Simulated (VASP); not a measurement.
# CaO (I4/mmm) in VASP: notebook

CaO is run at these levels: LDA; tasks: single point.

All numbers are computed with VASP 6.6.1; they aren't measurements. Logs are shortened: lines on timing, memory, paths and dates and some standing lists are left out, and cuts for length are marked.

## (1) The cell of the first run

The structure is tetragonal, space group I4/mmm (No. 139). Conventional cell: a = 3.262 Å, b = 3.262 Å, c = 4.764 Å, α = 90.00°, β = 90.00°, γ = 90.00°. Within 3.0 Å of Ca (site symmetry 4/mmm) lie 6 O at 2.31 to 2.38 Å. O (site symmetry 4/mmm) has 6 Ca at 2.31 to 2.38 Å within 3.0 Å.

## (2) Single point, LDA (in-plane strain -0.02)

Contents of INCAR:

```
SYSTEM = CaO
ALGO = Normal
EDIFF = 1E-7
ENCUT = 520
ISIF = 2
ISMEAR = 0
LASPH = .TRUE.
LCHARG = .FALSE.
LREAL = .FALSE.
LWAVE = .FALSE.
NBANDS = 15
NELM = 60
PREC = Accurate
SIGMA = 0.01
```

Contents of KPOINTS:

```
k-points
0
G
  8 8 8
  0 0 0
```

Contents of POSCAR:

```
CaO
1.0
    2.3068708221      2.3068708221      0.0000000000
   -2.3068708221      2.3068708221      0.0000000000
    0.0000000000      2.3068708221      2.3821972163
Ca O
1 1
Direct
    0.0000000000      0.0000000000      0.0000000000
    0.5000000000      0.5000000000      0.0000000000
```

Potentials or basis: VASP PAW LDA potentials, release 64 (Ca_sv, O).

On the command line:

```
> cat potpaw_LDA.64/Ca_sv/POTCAR potpaw_LDA.64/O/POTCAR > POTCAR
> mpirun -np 1 vasp_std > vasp.out
```

OUTCAR:

```text
SYSTEM = CaO
   EDIFF = 1E-7
   ENCUT = 520
   ISIF = 2
   ISMEAR = 0
   LASPH = .TRUE.
   LREAL = .FALSE.
   NELM = 60
   PREC = Accurate

 ion  position               nearest neighbor table
   1  0.000  0.000  0.000-   2 2.31   2 2.31   2 2.31   2 2.31   2 2.38   2 2.38
   2  0.500  0.500  0.000-   1 2.31   1 2.31   1 2.31   1 2.31   1 2.38   1 2.38

  LATTYP: Found a body centered tetragonal cell.
 ALAT       =     3.2624080033
 C/A-ratio  =     1.4603919644

  Lattice vectors:

 A1 = (   2.3068708221,   0.0000000000,  -2.3821972163)
 A2 = (  -2.3068708221,   0.0000000000,  -2.3821972163)
 A3 = (   0.0000000000,   2.3068708221,   2.3821972163)

Analysis of symmetry for initial positions (statically):
=====================================================================
 Subroutine PRICEL returns:
 Original cell was already a primitive cell.

 Routine SETGRP: Setting up the symmetry group for a
 body centered tetragonal supercell.

 Subroutine GETGRP returns: Found 16 space group operations
 (whereof 16 operations were pure point group operations)
 out of a pool of 16 trial point group operations.

The static configuration has the point symmetry D_4h.

Analysis of symmetry for dynamics (positions and initial velocities):
=====================================================================
 Subroutine PRICEL returns:
 Original cell was already a primitive cell.

 Routine SETGRP: Setting up the symmetry group for a
 body centered tetragonal supercell.

 Subroutine GETGRP returns: Found 16 space group operations
 (whereof 16 operations were pure point group operations)
 out of a pool of 16 trial point group operations.

The dynamic configuration has the point symmetry D_4h.

 Subroutine INISYM returns: Found 16 space group operations
 (whereof 16 operations are pure point group operations),
 and found     1 'primitive' translations

----------------------------------------------------------------------------------------

                                     Primitive cell

  volume of cell :      25.3545

  direct lattice vectors                    reciprocal lattice vectors
     2.306870822  2.306870822  0.000000000     0.216743823  0.216743823 -0.209890263
    -2.306870822  2.306870822  0.000000000    -0.216743823  0.216743823 -0.209890263
     0.000000000  2.306870822  2.382197216     0.000000000  0.000000000  0.419780526

  length of vectors
     3.262408003  3.262408003  3.316099602     0.371496557  0.371496557  0.419780526

  position of ions in fractional coordinates (direct lattice)
     0.000000000  0.000000000  0.000000000
     0.500000000  0.500000000  0.000000000

  ion indices of the primitive-cell ions
   primitive index   ion index
                 1           1
                 2           2

----------------------------------------------------------------------------------------

 KPOINTS: k-points

Automatic generation of k-mesh.
 Grid dimensions read from file:
 generate k-points for:    8    8    8

 Generating k-lattice:

  Cartesian coordinates                     Fractional coordinates (reciprocal lattice)
     0.027092978  0.027092978 -0.026236283     0.125000000  0.000000000  0.000000000
    -0.027092978  0.027092978 -0.026236283     0.000000000  0.125000000  0.000000000
     0.000000000  0.000000000  0.052472566     0.000000000  0.000000000  0.125000000

  Length of vectors
     0.046437070  0.046437070  0.052472566

  Shift w.r.t. Gamma in fractional coordinates (k-lattice)
     0.000000000  0.000000000  0.000000000

 Subroutine IBZKPT returns following result:
 ===========================================

 Found     59 irreducible k-points:

 Following reciprocal coordinates:
            Coordinates               Weight
  0.000000  0.000000  0.000000      1.000000
  0.125000  0.000000  0.000000      8.000000
  0.250000  0.000000  0.000000      8.000000
  0.375000  0.000000  0.000000      8.000000
  0.500000  0.000000  0.000000      4.000000
  0.125000  0.125000  0.000000      8.000000
[... 16 lines left out ...]
  0.250000  0.000000  0.125000      4.000000
  0.375000  0.000000  0.125000      8.000000
 [... further k-points ...]
   k-points           NKPTS =     59   k-points in BZ     NKDIM =     59   number of bands    NBANDS=     15
   number of dos      NEDOS =    301   number of ions     NIONS =      2
   total plane-waves  NPLWV =  16128
   dimension x,y,z NGX =    24 NGY =   24 NGZ =   28
   dimension x,y,z NGXF=    48 NGYF=   48 NGZF=   56
   ions per type =               1   1
   NGX,Y,Z   is equivalent  to a cutoff of  12.23, 12.23, 14.04 a.u.
   NGXF,Y,Z  is equivalent  to a cutoff of  24.46, 24.46, 28.07 a.u.
 SYSTEM =  CaO
   PREC   = accura    normal or accurate (medium, high low for compatibility)
   ISTART =      0    job   : 0-new  1-cont  2-samecut
   ICHARG =      2    charge: 1-file 2-atom 10-const
   ISPIN  =      1    spin polarized calculation?
   LNONCOLLINEAR =      F non collinear calculations
   LSORBIT =      F    spin-orbit coupling
   LASPH  =      T    aspherical Exc in radial PAW
   ENCUT  =  520.0 eV  38.22 Ry    6.18 a.u.   6.07  6.07  6.17*2*pi/ulx,y,z
   NELM   =     60;   NELMIN=  2; NELMDL= -5     # of ELM steps
   EDIFF  = 0.1E-06   stopping-criterion for ELM
   LREAL  =      F    real-space projection
   EDIFFG = 0.1E-05   stopping-criterion for IOM
   NSW    =      0    number of steps for IOM
   IBRION =     -1    ionic relax: 0-MD 1-quasi-New 2-CG
   NFREE  =      0    steps in history (QN), initial steepest desc. (CG)
   ISIF   =      2    stress and relaxation
   ISYM   =      2    0-nonsym 1-usesym 2-fastsym
   POTIM  = 0.5000    time-step for ionic-motion
   TEBEG  =    0.0;   TEEND  =   0.0 temperature during run
   PSTRESS=    0.0 pullay stress
   NELECT =      16.0000    total number of electrons
   NUPDOWN=      -1.0000    fix difference up-down
   EMIN   =  10.00;   EMAX   =-10.00  energy-range for DOS
   EFERMI =   0.00;   METHOD = LEGACY
   ISMEAR =     0;   SIGMA  =   0.01  broadening in eV -4-tet -1-fermi 0-gaus
   EFERMI_NEDOS =   21; number of points for ismear=-14 and -15
   IALGO  =     38    algorithm
   IMIX   =      4    mixing-type and parameters
     AMIX     =   0.40;   BMIX     =  1.00
     AMIX_MAG =   1.60;   BMIX_MAG =  1.00
  volume/ion in A,a.u.               =      12.68        85.55
  Fermi-wavevector in a.u.,A,eV,Ry     =   1.404204  2.653560 26.827800  1.971788
  Thomas-Fermi vector in A             =   2.526789
   LORBIT       =      0    0 simple, 1 ext, 2 COOP (PROOUT), +10 PAW based schemes
   GGA     = CA    functional components
   LHFCALC =     F    Hartree Fock is set to
   AEXX    =    0.0000 exact exchange contribution
   IVDW    =     0    specifies the selected vdW correction
   LEPSILON=     F    determine dielectric tensor
   LRPA    =     F    only Hartree local field effects (RPA)
 non-spin polarized calculation
 Gauss-broadening in eV      SIGMA  =   0.01
  energy-cutoff  :      520.00
  volume of cell :       25.35
 maximum number of plane-waves:       700
   NGX = 13   NGY = 13   NGZ = 13

 number of electron      16.0000000 magnetization

 Free energy of the ion-electron system (eV)
  ---------------------------------------------------
  ext. energy  EPLUGINS =         0.00000000
  ---------------------------------------------------
  free energy    TOTEN  =       -14.19342675 eV

  energy without entropy =      -14.19342675  energy(sigma->0) =      -14.19342675

 E-fermi :   2.6608     XC(G=0): -11.4794

 val. band max:        2.6050619932   @ k =   0.0000   0.0000   0.0000
 cond. band min:       5.9305608685   @ k =   0.5000   0.5000   0.0000
 fundamental gap:      3.3254988753
 Fermi energy:         2.6608174234

 k-point     1 :       0.0000    0.0000    0.0000
  band No.  band energies     occupation
      1     -34.1506      2.00000
      2     -15.1215      2.00000
      3     -15.1095      2.00000
      4     -15.1095      2.00000
      5     -12.8217      2.00000
      6       2.4944      2.00000
      7       2.6051      2.00000
      8       2.6051      2.00000
      9       7.8421      0.00000
     10       8.7124      0.00000
     11       8.9654      0.00000
     12       8.9654      0.00000
     13      10.5104      0.00000
     14      10.7712      0.00000
     15      17.9230      0.00000

 k-point     2 :       0.1250    0.0000    0.0000
  band No.  band energies     occupation
      1     -34.1264      2.00000
      2     -15.4673      2.00000
      3     -15.1324      2.00000
      4     -15.1164      2.00000
      5     -12.4618      2.00000
      6       1.9807      2.00000
      7       2.2869      2.00000
      8       2.3426      2.00000
      9       8.5275      0.00000
     10       8.8312      0.00000
     11       9.1393      0.00000
     12       9.2552      0.00000
     13      10.9441      0.00000
     14      11.2188      0.00000
     15      18.6481      0.00000

 k-point     3 :       0.2500    0.0000    0.0000
  band No.  band energies     occupation
      1     -34.0676      2.00000
      2     -16.0951      2.00000
      3     -15.1666      2.00000
      4     -15.1326      2.00000
      5     -11.8176      2.00000
      6       0.8779      2.00000
      7       1.7527      2.00000
      8       1.7892      2.00000
      9       8.9586      0.00000
     10       9.9441      0.00000
     11      10.0214      0.00000
     12      10.0289      0.00000
     13      11.9729      0.00000
     14      12.2797      0.00000
     15      19.3226      0.00000
[... 343 lines left out ...]
 k-point    23 :       0.2500    0.0000    0.1250
  band No.  band energies     occupation
      1     -34.0892      2.00000
      2     -15.8580      2.00000
      3     -15.2179      2.00000
      4     -15.1020      2.00000
      5     -12.0238      2.00000
      6       1.2597      2.00000
      7       1.8674      2.00000
      8       2.1665      2.00000
      9       8.7084      0.00000
     10       9.0846      0.00000
     11       9.4874      0.00000
     12      10.0085      0.00000
     13      11.5670      0.00000
     14      12.1616      0.00000
     15      19.3746      0.00000

 k-point    24 :       0.3750    0.0000    0.1250
  band No.  band energies     occupation
      1     -34.0301      2.00000
      2     -16.3188      2.00000
      3     -15.3001      2.00000
      4     -15.1185      2.00000
      5     -11.5433      2.00000
      6       0.4371      2.00000
      7       1.4031      2.00000
      8       1.7315      2.00000
      9       8.9276      0.00000
     10      10.1296      0.00000
     11      10.2016      0.00000
     12      10.9989      0.00000
     13      12.7511      0.00000
     14      13.2321      0.00000
     15      19.1513      0.00000

 [... further k-points ...]
[... 5 lines left out ...]
  --------------------------------------------------------------------------------------
  -------------------------------------------------------------------------------------
  Total        1.2343921      1.2343921      0.0686514      0.0000000      0.0000000     -0.0000000
  in kB       78.0026704     78.0026704      4.3381635      0.0000000      0.0000000     -0.0000000
  external PRESSURE =      53.4478348 kB  Pullay stress =       0.0000000 kB

 VOLUME and BASIS-vectors are now :
 -----------------------------------------------------------------------------
  energy-cutoff  :      520.00
  volume of cell :       25.35
      direct lattice vectors                 reciprocal lattice vectors
     2.306870822  2.306870822  0.000000000     0.216743823  0.216743823 -0.209890263
    -2.306870822  2.306870822  0.000000000    -0.216743823  0.216743823 -0.209890263
     0.000000000  2.306870822  2.382197216     0.000000000  0.000000000  0.419780526

 POSITION                                       TOTAL-FORCE (eV/Angst)
 -----------------------------------------------------------------------------------
      0.00000      0.00000      0.00000        -0.000000      0.000000      0.000000
      0.00000      2.30687      0.00000         0.000000     -0.000000      0.000000
 -----------------------------------------------------------------------------------
    total drift:                                0.000000     -0.000000     -0.000000

  FREE ENERGIE OF THE ION-ELECTRON SYSTEM (eV)
  ---------------------------------------------------
  free  energy   TOTEN  =       -14.1934267518 eV

  energy  without entropy=      -14.1934267518  energy(sigma->0) =      -14.19342675
```

It took 12 s on 1 thread of Intel Xeon 6975P-C, shared host; peak memory 0.15 GiB.

What came out:

```
Free energy            : -14.1934 eV
Pressure               : 5.3 GPa
Band gap on the k mesh : 3.33 eV, indirect (least direct gap 3.68 eV)
```

Levels at points of the mesh, in eV from the valence-band top:
```
           k point  band 6  band 7  band 8  band 9  band 10  band 11
(0.00, 0.00, 0.00)   -0.11    0.00    0.00    5.24     6.11     6.36
(0.50, 0.00, 0.00)   -2.97   -1.48   -1.47    7.34     8.75     8.79
(0.50, 0.50, 0.00)   -1.20   -0.47   -0.36    3.33     8.64     9.41
(0.00, 0.00, 0.50)   -1.43   -0.32   -0.32    3.43     8.66     9.36
```

Caveat: the cell differs from its parent crystal (in-plane strain -0.02). A k mesh can miss the band edges.

## (3) Single point, LDA (film at in-plane strain -0.02)

Contents of INCAR:

```
SYSTEM = CaO
PREC = Accurate
ENCUT = 520
EDIFF = 1E-6
ISMEAR = 0
SIGMA = 0.01
LREAL = .False.
LASPH = .True.
NELM = 100
ALGO = Normal
ISIF = 2
LWAVE = .False.
LCHARG = .True.
LELF = .True.
LVHAR = .True.
NBANDS = 15
```

Contents of KPOINTS:

```
regular mesh
0
Gamma
  8 8 8
  0 0 0
```

Edit POSCAR of step 2 so:

```diff
@@ -4,3 +4,3 @@
    -2.3068708221      2.3068708221      0.0000000000
-    0.0000000000      2.3068708221      2.3821972163
+    0.0000000000      2.3068708221      2.3778783292
 Ca O
```

Potentials or basis: VASP PAW LDA potentials, release 64 (Ca_sv, O).

On the command line:

```
> cat potpaw_LDA.64/Ca_sv/POTCAR potpaw_LDA.64/O/POTCAR > POTCAR
> mpirun -np 1 vasp_std > vasp.out
```

Run time: 11 s. Hardware: 1 thread of Intel Xeon 6975P-C, shared host; peak memory 0.15 GiB.

Results (log left out):

* Free energy: -14.1932 eV
* Pressure: 5.6 GPa
* Band gap on the k mesh: 3.33 eV, indirect (least direct gap 3.68 eV)

Stress tensor (GPa, compression positive):
```
7.93 0.00 0.00
0.00 7.93 0.00
0.00 0.00 0.90
```

Levels at points of the mesh, in eV from the valence-band top:
| k point | band 4 | band 5 | band 6 | band 7 | band 8 | band 9 | band 10 | band 11 | band 12 | band 13 |
| --- | --- | --- | --- | --- | --- | --- | --- | --- | --- | --- |
| (0.00, 0.00, 0.00) | -17.71 | -15.43 | -0.11 | 0.00 | 0.00 | 5.26 | 6.12 | 6.36 | 6.36 | 7.92 |
| (0.50, 0.00, 0.00) | -17.75 | -13.72 | -2.98 | -1.48 | -1.47 | 7.35 | 8.76 | 8.80 | 8.98 | 11.00 |
| (0.50, 0.50, 0.00) | -18.03 | -15.20 | -1.20 | -0.46 | -0.36 | 3.33 | 8.66 | 9.42 | 10.01 | 10.26 |
| (0.00, 0.00, 0.50) | -18.00 | -15.19 | -1.42 | -0.32 | -0.32 | 3.43 | 8.68 | 9.37 | 10.12 | 10.12 |

Caveat: the cell differs from its parent crystal (film at in-plane strain -0.02).

## (4) Single point, LDA (in-plane strain -0.01, then relaxed in part)

Contents of INCAR:

```
SYSTEM = CaO
  PREC = Accurate
  ENCUT = 520
  EDIFF = 1E-6
  ISMEAR = 0
  SIGMA = 0.01
  LREAL = .FALSE.
  LASPH = .TRUE.
  NELM = 60
  ALGO = Normal
  ISIF = 2
  LWAVE = .FALSE.
  LCHARG = .FALSE.
  GGA = CA
  NBANDS = 15
```

Contents of KPOINTS:

```
Automatic mesh
0
G
  8 8 8
  0 0 0
```

Contents of POSCAR:

```
CaO
1.0
    2.3304103203      2.3304103203      0.0000000000
   -2.3304103203      2.3304103203      0.0000000000
    0.0000000000      2.3304103203      2.3656204692
Ca O
1 1
Direct
    0.0000000000      0.0000000000      0.0000000000
    0.5000000000      0.5000000000      0.0000000000
```

On the command line:

```
> cat potpaw_LDA.64/Ca_sv/POTCAR potpaw_LDA.64/O/POTCAR > POTCAR
> mpirun -np 1 vasp_std > vasp.out
```

Run time: 18 s. Hardware: 1 thread of Intel Xeon 6975P-C, shared host; peak memory 0.15 GiB.

Results (log left out):

```yaml
Free_energy: -14.2123 eV
Pressure: 3.1 GPa
Band_gap_on_the_k_mesh: 3.37 eV, indirect (least direct gap 3.73 eV)
```

Stress tensor (GPa, compression positive):
```
4.24 0.00 0.00
0.00 4.24 0.00
0.00 0.00 0.95
```

Levels at points of the mesh, in eV from the valence-band top:
| k point | band 4 | band 5 | band 6 | band 7 | band 8 | band 9 | band 10 | band 11 | band 12 | band 13 |
| --- | --- | --- | --- | --- | --- | --- | --- | --- | --- | --- |
| (0.00, 0.00, 0.00) | -17.76 | -15.38 | -0.05 | 0.00 | 0.00 | 5.19 | 6.19 | 6.30 | 6.30 | 7.91 |
| (0.50, 0.00, 0.00) | -17.82 | -13.76 | -2.92 | -1.42 | -1.41 | 7.30 | 8.70 | 8.72 | 8.89 | 10.98 |
| (0.50, 0.50, 0.00) | -18.07 | -15.14 | -1.24 | -0.41 | -0.36 | 3.37 | 8.59 | 9.31 | 9.99 | 10.11 |
| (0.00, 0.00, 0.50) | -18.06 | -15.14 | -1.34 | -0.34 | -0.34 | 3.42 | 8.58 | 9.30 | 10.04 | 10.04 |

Caveat: the cell differs from its parent crystal (in-plane strain -0.01, then relaxed in part).

## (5) Single point, LDA (in-plane strain -0.01)

Contents of INCAR:

```
PREC = Accurate
ENCUT = 520
EDIFF = 1E-7
ISMEAR = 0
SIGMA = 0.01
LREAL = False
LASPH = True
NELM = 80
ALGO = Normal
ISIF = 2
LWAVE = False
LCHARG = True
GGA = CA
LELF = True
LVHAR = True
NBANDS = 15
```

Contents of KPOINTS:

```
regular mesh
0
Gamma
  8 8 8
```

Edit POSCAR of step 4 so:

```diff
@@ -4,3 +4,3 @@
    -2.3304103203      2.3304103203      0.0000000000
-    0.0000000000      2.3304103203      2.3656204692
+    0.0000000000      2.3304103203      2.3680735174
 Ca O
```

On the command line:

```
> cat potpaw_LDA.64/Ca_sv/POTCAR potpaw_LDA.64/O/POTCAR > POTCAR
> mpirun -np 1 vasp_std > vasp.out
```

It took 20 s on 1 thread of Intel Xeon 6975P-C, shared host; peak memory 0.16 GiB.

Results (log left out):

```yaml
Free_energy: -14.2125 eV
Pressure: 3.0 GPa
Band_gap_on_the_k_mesh: 3.37 eV, indirect (least direct gap 3.73 eV)
```

Stress tensor (GPa, compression positive):
```
4.16 0.00 0.00
0.00 4.16 0.00
0.00 0.00 0.67
```

Levels at points of the mesh, in eV from the valence-band top:
| k point | band 6 | band 7 | band 8 | band 9 | band 10 | band 11 |
| --- | --- | --- | --- | --- | --- | --- |
| (0.00, 0.00, 0.00) | -0.05 | 0.00 | 0.00 | 5.17 | 6.18 | 6.30 |
| (0.50, 0.00, 0.00) | -2.92 | -1.42 | -1.41 | 7.29 | 8.69 | 8.71 |
| (0.50, 0.50, 0.00) | -1.24 | -0.41 | -0.36 | 3.37 | 8.58 | 9.31 |
| (0.00, 0.00, 0.50) | -1.35 | -0.34 | -0.34 | 3.42 | 8.57 | 9.29 |

Caveat: the cell differs from its parent crystal (in-plane strain -0.01).

[end of part 1 of 2]
